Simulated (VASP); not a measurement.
Here is a VASP 6.6.1 calculation.

File INCAR:

```
SYSTEM = Ag
  PREC = Accurate
  ENCUT = 520
  EDIFF = 1E-7
  ISMEAR = -1
  SIGMA = 0.03
  LREAL = .False.
  LASPH = .True.
  NELM = 100
  ALGO = Normal
  ISIF = 2
  LWAVE = .False.
  LCHARG = .False.
  GGA = PE
  NBANDS = 12
```

File KPOINTS:

```
regular mesh
0
Gamma
  15 15 15
  0 0 0
```

The input POSCAR:

```
Ag
1.0
    0.0000000000      2.0831709575      2.0831709575
    2.0831709575      0.0000000000      2.0831709575
    2.0831709575      2.0831709575      0.0000000000
Ag
1
Direct
    0.0000000000      0.0000000000      0.0000000000
```

Potentials or basis: VASP PAW PBE potentials, release 64 (Ag).

Command:

```bash
$ cat potpaw_PBE.64/Ag/POTCAR > POTCAR
$ mpirun -np 1 vasp_std > vasp.out
```

Problem. Predict the pressure.

Solution. -1.3 GPa.
